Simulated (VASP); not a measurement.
A run of VASP 6.6.1:

File INCAR:

```
SYSTEM = KBr
  PREC = Accurate
  ENCUT = 520
  EDIFF = 1E-7
  ISMEAR = -1
  SIGMA = 0.1
  LREAL = .False.
  LASPH = .True.
  NELM = 80
  ALGO = Normal
  ISIF = 2
  LWAVE = .False.
  LCHARG = .False.
  NBANDS = 15
```

KPOINTS

```
Automatic mesh
0
Gamma
  10 10 10
  0 0 0
```

The input POSCAR:

```
KBr
1.0
    0.0000000000      3.1875533123      3.1875533123
    3.1875533123      0.0000000000      3.1875533123
    3.1875533123      3.1875533123      0.0000000000
K Br
1 1
Direct
    0.0000000000      0.0000000000      0.0000000000
    0.5000000000      0.5000000000      0.5000000000
```

Potentials or basis: VASP PAW LDA potentials, release 64 (K_sv, Br).

Launch:

```sh
$ cat potpaw_LDA.64/K_sv/POTCAR potpaw_LDA.64/Br/POTCAR > POTCAR
$ mpirun -np 1 vasp_std > vasp.out
```

Hardware: 1 thread of Intel(R) Xeon(R) Platinum 8559C (Emerald Rapids), on a shared host.

Q: How long does it take, and how much memory?

A: It took 18 s on 1 thread of Intel(R) Xeon(R) Platinum 8559C (Emerald Rapids), on a shared host, peak memory 0.2 GiB. Counts: scf iterations 13, k points 47.
